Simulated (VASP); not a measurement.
# LiBr (Fm-3m) in VASP: a series of runs

LiBr is run at these levels: r2SCAN; tasks: single point.

All numbers are computed with VASP 6.6.1; they aren't measurements. Logs are shortened: lines on timing, memory, paths and dates and some standing lists are left out, and cuts for length are marked.

## Step 1: The cell of the first run

The structure is cubic, space group Fm-3m (No. 225). The conventional cell has a = 5.479 Å, b = 5.479 Å, c = 5.479 Å, α = 90.00°, β = 90.00°, γ = 90.00°. Li (site symmetry m-3m) has 6 Br at 2.74 Å within 3.6 Å. Within 3.6 Å of Br (site symmetry m-3m) lie 6 Li at 2.74 Å.

## Step 2: Single point, r2SCAN

The input, POSCAR:

```
LiBr
1.0
    0.0000000000      2.7397228960      2.7397228960
    2.7397228960      0.0000000000      2.7397228960
    2.7397228960      2.7397228960      0.0000000000
Li Br
1 1
Direct
    0.0000000000      0.0000000000      0.0000000000
    0.5000000000      0.5000000000      0.5000000000
```

The input, INCAR.step1:

```
PREC     = Accurate       # precision mode
ENCUT    = 830            # plane-wave cutoff, eV
ISMEAR   = 0              # smearing method
SIGMA    = 0.02           # smearing width, eV
LREAL    = False          # projectors in reciprocal space
LASPH    = True           # aspherical terms in the spheres
NELM     = 120            # most SCF steps
NBANDS   = 12             # bands
GGA      = PE             # functional
ALGO     = Normal         # electronic algorithm
EDIFF    = 1E-5           # SCF threshold, eV
LWAVE    = True           # write WAVECAR
LCHARG   = False          # write CHGCAR
GGA_COMPAT= False
```

The input, INCAR.step2:

```
PREC     = Accurate       # precision mode
ENCUT    = 830            # plane-wave cutoff, eV
EDIFF    = 1E-6           # SCF threshold, eV
ISMEAR   = 0              # smearing method
SIGMA    = 0.02           # smearing width, eV
LREAL    = False          # projectors in reciprocal space
LASPH    = True           # aspherical terms in the spheres
NELM     = 120            # most SCF steps
ALGO     = Normal         # electronic algorithm
ISIF     = 2              # what is computed and relaxed
LWAVE    = False          # write WAVECAR
LCHARG   = False          # write CHGCAR
METAGGA  = R2SCAN         # meta-GGA
LMIXTAU  = True         
NBANDS   = 12             # bands
ISTART   = 1            
GGA_COMPAT= False
```

The input, KPOINTS:

```
Automatic mesh
0
Gamma
  8 8 8
```

Potentials or basis: VASP PAW PBE potentials, release 64 (Li_sv, Br).

Launch:

```bash
cat potpaw_PBE.64/Li_sv/POTCAR potpaw_PBE.64/Br/POTCAR > POTCAR
cp INCAR.step1 INCAR
mpirun -np 1 vasp_std > vasp.out
cp INCAR.step2 INCAR
mpirun -np 1 vasp_std > vasp.out
```

OUTCAR:

```text
PREC = Accurate
   ENCUT = 830
   EDIFF = 1E-6
   ISMEAR = 0
   LREAL = False
   LASPH = True
   NELM = 120
   ISIF = 2
   METAGGA = R2SCAN
   ISTART = 1

 ion  position               nearest neighbor table
   1  0.000  0.000  0.000-
   2  0.500  0.500  0.500-

  LATTYP: Found a face centered cubic cell.
 ALAT       =     5.4794457920

  Lattice vectors:

 A1 = (   0.0000000000,   2.7397228960,   2.7397228960)
 A2 = (   2.7397228960,   0.0000000000,   2.7397228960)
 A3 = (   2.7397228960,   2.7397228960,   0.0000000000)

Analysis of symmetry for initial positions (statically):
=====================================================================
 Subroutine PRICEL returns:
 Original cell was already a primitive cell.

 Routine SETGRP: Setting up the symmetry group for a
 face centered cubic supercell.

 Subroutine GETGRP returns: Found 48 space group operations
 (whereof 48 operations were pure point group operations)
 out of a pool of 48 trial point group operations.

The static configuration has the point symmetry O_h .

Analysis of symmetry for dynamics (positions and initial velocities):
=====================================================================
 Subroutine PRICEL returns:
 Original cell was already a primitive cell.

 Routine SETGRP: Setting up the symmetry group for a
 face centered cubic supercell.

 Subroutine GETGRP returns: Found 48 space group operations
 (whereof 48 operations were pure point group operations)
 out of a pool of 48 trial point group operations.

The dynamic configuration has the point symmetry O_h .

 Subroutine INISYM returns: Found 48 space group operations
 (whereof 48 operations are pure point group operations),
 and found     1 'primitive' translations

----------------------------------------------------------------------------------------

                                     Primitive cell

  volume of cell :      41.1292

  direct lattice vectors                    reciprocal lattice vectors
     0.000000000  2.739722896  2.739722896    -0.182500209  0.182500209  0.182500209
     2.739722896  0.000000000  2.739722896     0.182500209 -0.182500209  0.182500209
     2.739722896  2.739722896  0.000000000     0.182500209  0.182500209 -0.182500209

  length of vectors
     3.874553277  3.874553277  3.874553277     0.316099634  0.316099634  0.316099634

  position of ions in fractional coordinates (direct lattice)
     0.000000000  0.000000000  0.000000000
     0.500000000  0.500000000  0.500000000

  ion indices of the primitive-cell ions
   primitive index   ion index
                 1           1
                 2           2

----------------------------------------------------------------------------------------

 KPOINTS: Automatic mesh

Automatic generation of k-mesh.
 Grid dimensions read from file:
 generate k-points for:    8    8    8

 Generating k-lattice:

  Cartesian coordinates                     Fractional coordinates (reciprocal lattice)
    -0.022812526  0.022812526  0.022812526     0.125000000  0.000000000  0.000000000
     0.022812526 -0.022812526  0.022812526     0.000000000  0.125000000  0.000000000
     0.022812526  0.022812526 -0.022812526     0.000000000  0.000000000  0.125000000

  Length of vectors
     0.039512454  0.039512454  0.039512454

  Shift w.r.t. Gamma in fractional coordinates (k-lattice)
     0.000000000  0.000000000  0.000000000

 Subroutine IBZKPT returns following result:
 ===========================================

 Found     29 irreducible k-points:

 Following reciprocal coordinates:
            Coordinates               Weight
  0.000000  0.000000  0.000000      1.000000
  0.125000  0.000000  0.000000      8.000000
  0.250000  0.000000  0.000000      8.000000
  0.375000  0.000000  0.000000      8.000000
  0.500000  0.000000  0.000000      4.000000
  0.125000  0.125000  0.000000      6.000000
[... 16 lines left out ...]
  0.500000  0.250000  0.125000     48.000000
 -0.375000  0.250000  0.125000     24.000000
 [... further k-points ...]
   k-points           NKPTS =     29   k-points in BZ     NKDIM =     29   number of bands    NBANDS=     12
   number of dos      NEDOS =    301   number of ions     NIONS =      2
   total plane-waves  NPLWV =  46656
   dimension x,y,z NGX =    36 NGY =   36 NGZ =   36
   dimension x,y,z NGXF=    72 NGYF=   72 NGZF=   72
   ions per type =               1   1
   NGX,Y,Z   is equivalent  to a cutoff of  15.45, 15.45, 15.45 a.u.
   NGXF,Y,Z  is equivalent  to a cutoff of  30.89, 30.89, 30.89 a.u.
 SYSTEM =  unknown system
   PREC   = accura    normal or accurate (medium, high low for compatibility)
   ISTART =      1    job   : 0-new  1-cont  2-samecut
   ICHARG =      0    charge: 1-file 2-atom 10-const
   ISPIN  =      1    spin polarized calculation?
   LNONCOLLINEAR =      F non collinear calculations
   LSORBIT =      F    spin-orbit coupling
   LASPH  =      T    aspherical Exc in radial PAW
   ENCUT  =  830.0 eV  61.00 Ry    7.81 a.u.   9.10  9.10  9.10*2*pi/ulx,y,z
   NELM   =    120;   NELMIN=  2; NELMDL=  0     # of ELM steps
   EDIFF  = 0.1E-05   stopping-criterion for ELM
   LREAL  =      F    real-space projection
   EDIFFG = 0.1E-04   stopping-criterion for IOM
   NSW    =      0    number of steps for IOM
   IBRION =     -1    ionic relax: 0-MD 1-quasi-New 2-CG
   NFREE  =      0    steps in history (QN), initial steepest desc. (CG)
   ISIF   =      2    stress and relaxation
   ISYM   =      2    0-nonsym 1-usesym 2-fastsym
   POTIM  = 0.5000    time-step for ionic-motion
   TEBEG  =    0.0;   TEEND  =   0.0 temperature during run
   PSTRESS=    0.0 pullay stress
   NELECT =      10.0000    total number of electrons
   NUPDOWN=      -1.0000    fix difference up-down
   EMIN   =  10.00;   EMAX   =-10.00  energy-range for DOS
   EFERMI =   0.00;   METHOD = LEGACY
   ISMEAR =     0;   SIGMA  =   0.02  broadening in eV -4-tet -1-fermi 0-gaus
   EFERMI_NEDOS =   21; number of points for ismear=-14 and -15
   IALGO  =     38    algorithm
   IMIX   =      4    mixing-type and parameters
     AMIX     =   0.40;   BMIX     =  1.00
     AMIX_MAG =   1.60;   BMIX_MAG =  1.00
  volume/ion in A,a.u.               =      20.56       138.78
  Fermi-wavevector in a.u.,A,eV,Ry     =   1.021782  1.930888 14.205002  1.044038
  Thomas-Fermi vector in A             =   2.155425
   LORBIT       =      0    0 simple, 1 ext, 2 COOP (PROOUT), +10 PAW based schemes
   METAGGA = R2SCAN    functional components
   LHFCALC =     F    Hartree Fock is set to
   AEXX    =    0.0000 exact exchange contribution
   IVDW    =     0    specifies the selected vdW correction
   LEPSILON=     F    determine dielectric tensor
   LRPA    =     F    only Hartree local field effects (RPA)
 non-spin polarized calculation
 Gauss-broadening in eV      SIGMA  =   0.02
  energy-cutoff  :      830.00
  volume of cell :       41.13
 maximum number of plane-waves:      2252
   NGX = 19   NGY = 19   NGZ = 19

 number of electron      10.0000001 magnetization

 Free energy of the ion-electron system (eV)
  ---------------------------------------------------
  ext. energy  EPLUGINS =         0.00000000
  ---------------------------------------------------
  free energy    TOTEN  =       -19.15121446 eV

  energy without entropy =      -19.15121446  energy(sigma->0) =      -19.15121446

 E-fermi :   0.1895     XC(G=0):  -8.8503

 val. band max:        0.0141922112   @ k =   0.0000   0.0000   0.0000
 cond. band min:       5.9432827840   @ k =   0.0000   0.0000   0.0000
 fundamental gap:      5.9290905728
 Fermi energy:         0.1894664236

 k-point     1 :       0.0000    0.0000    0.0000
  band No.  band energies     occupation
      1     -45.7049      2.00000
      2     -13.9273      2.00000
      3       0.0142      2.00000
      4       0.0142      2.00000
      5       0.0142      2.00000
      6       5.9433      0.00000
      7      11.2400      0.00000
      8      11.2400      0.00000
      9      11.2400      0.00000
     10      13.5141      0.00000
     11      13.5141      0.00000
     12      13.5141      0.00000

 k-point     2 :       0.1250    0.0000    0.0000
  band No.  band energies     occupation
      1     -45.7047      2.00000
      2     -13.8594      2.00000
      3      -0.5614      2.00000
      4      -0.0313      2.00000
      5      -0.0313      2.00000
      6       6.4500      0.00000
      7      10.5495      0.00000
      8      11.1547      0.00000
      9      11.1547      0.00000
     10      12.3032      0.00000
     11      12.3032      0.00000
     12      13.8497      0.00000

 k-point     3 :       0.2500    0.0000    0.0000
  band No.  band energies     occupation
      1     -45.7044      2.00000
      2     -13.6873      2.00000
      3      -1.6723      2.00000
      4      -0.1351      2.00000
      5      -0.1351      2.00000
      6       6.8664      0.00000
      7      10.0398      0.00000
      8      10.0398      0.00000
      9      10.6686      0.00000
     10      13.1964      0.00000
     11      13.1964      0.00000
     12      14.2254      0.00000
[... 286 lines left out ...]
 k-point    23 :       0.5000    0.2500    0.1250
  band No.  band energies     occupation
      1     -45.7038      2.00000
      2     -13.3910      2.00000
      3      -2.4111      2.00000
      4      -1.2622      2.00000
      5      -0.5205      2.00000
      6       8.0495      0.00000
      7       8.7651      0.00000
      8       9.9704      0.00000
      9      11.0455      0.00000
     10      13.7731      0.00000
     11      16.5529      0.00000
     12      16.9384      0.00000

 k-point    24 :      -0.3750    0.2500    0.1250
  band No.  band energies     occupation
      1     -45.7037      2.00000
      2     -13.3227      2.00000
      3      -2.6420      2.00000
      4      -1.3585      2.00000
      5      -0.6170      2.00000
      6       7.8746      0.00000
      7       8.7218      0.00000
      8      10.0940      0.00000
      9      11.7034      0.00000
     10      14.5738      0.00000
     11      15.2121      0.00000
     12      17.6014      0.00000

 [... further k-points ...]

------------------------ aborting loop because EDIFF is reached ----------------------------------------

  FORCE on cell =-STRESS in cart. coord.  units (eV):
  Direction    XX          YY          ZZ          XY          YZ          ZX
  --------------------------------------------------------------------------------------
  -------------------------------------------------------------------------------------
  Total       -0.1022154     -0.1022154     -0.1022154     -0.0000000     -0.0000000      0.0000000
  in kB       -3.9817775     -3.9817775     -3.9817775     -0.0000000     -0.0000000      0.0000000
  external PRESSURE =      -3.9817775 kB  Pullay stress =       0.0000000 kB

 VOLUME and BASIS-vectors are now :
 -----------------------------------------------------------------------------
  energy-cutoff  :      830.00
  volume of cell :       41.13
      direct lattice vectors                 reciprocal lattice vectors
     0.000000000  2.739722896  2.739722896    -0.182500209  0.182500209  0.182500209
     2.739722896  0.000000000  2.739722896     0.182500209 -0.182500209  0.182500209
     2.739722896  2.739722896  0.000000000     0.182500209  0.182500209 -0.182500209

 POSITION                                       TOTAL-FORCE (eV/Angst)
 -----------------------------------------------------------------------------------
      0.00000      0.00000      0.00000         0.000000     -0.000000     -0.000000
      2.73972      2.73972      2.73972        -0.000000      0.000000      0.000000
 -----------------------------------------------------------------------------------
    total drift:                                0.000000      0.000000      0.000000

  FREE ENERGIE OF THE ION-ELECTRON SYSTEM (eV)
  ---------------------------------------------------
  free  energy   TOTEN  =       -19.1512144597 eV

  energy  without entropy=      -19.1512144597  energy(sigma->0) =      -19.15121446
```

It took 3.4 min on 1 thread of Intel Xeon 8259CL, shared host; peak memory 0.23 GiB.

What came out:

| Quantity | Value |
| --- | --- |
| Free energy | -19.1512 eV |
| Pressure | -0.4 GPa |
| Band gap on the k mesh | 5.93 eV |

Caveat: the PAW data sets were made with another functional, which shifts forces and pressure a little. r2SCAN opens gaps a little over a GGA but as a rule still falls short of measured ones.

(Part 1 of 2 ends here.)
